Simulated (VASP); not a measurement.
# MnS: single point with PBE

Crystal: MnS.

```
Mn S
1.0
     0.00000    2.60450    2.60450
     2.60450    0.00000    2.60450
     2.60450    2.60450    0.00000
Mn S
1 1
Direct
  0.00000 0.00000 0.00000
  0.50000 0.50000 0.50000
```

```json
{"Program": "VASP 6.6.1", "Task": "single point", "Functional": "PBE", "Potentials or basis": "VASP PAW PBE potentials, release 64 (Mn_pv, S)", "Cutoff": "520 eV", "k mesh": "7 × 7 × 7", "Occupations": "fermi-dirac, width 0.15 eV", "Spin": "collinear spin, ferromagnetic start", "Starting moments": "[2.8, 0.0] μB", "Dipole correction": "no", "Further INCAR settings": "ALGO = Normal; EDIFF = 1e-06; NBANDS = 20"}
```

```
Pressure                                              : -3.5 GPa
Net moment                                            : 4.65 μB per cell
Site moments                                          : Mn +4.22; S +0.09 μB
Valence electrons inside the program's atomic spheres : Mn 11.31; S 3.72
```

Levels at points of the mesh, in eV from the Fermi level:
Spin up:
```csv
k point,band 8,band 9,band 10,band 11,band 12,band 13,band 14,band 15,band 16,band 17
"(0.00, 0.00, 0.00)",-3.26,-3.26,-1.89,-1.89,-1.89,1.71,8.59,8.59,8.59,10.62
```
Spin down:
```
           k point  band 3  band 4  band 5  band 6  band 7  band 8  band 9  band 10  band 11  band 12
(0.00, 0.00, 0.00)  -46.18  -14.32   -1.69   -1.69   -1.69    0.30    0.30     0.30     0.34     0.34
```

Wall time 34 s on 1 thread of AMD EPYC 7R43 64-Core Processor (Zen 3) (shared host), peak memory 0.14 GiB.

Caveat: the cell stands under tension; a cell with one magnetic atom can't hold antiferromagnetic order, which such compounds often take; semilocal functionals often make such compounds metallic where correlation or magnetic order opens a gap, which also shifts bond lengths. With open d or f shells a metallic result of PBE can be an artefact of self-interaction; +U or a hybrid may open a gap.
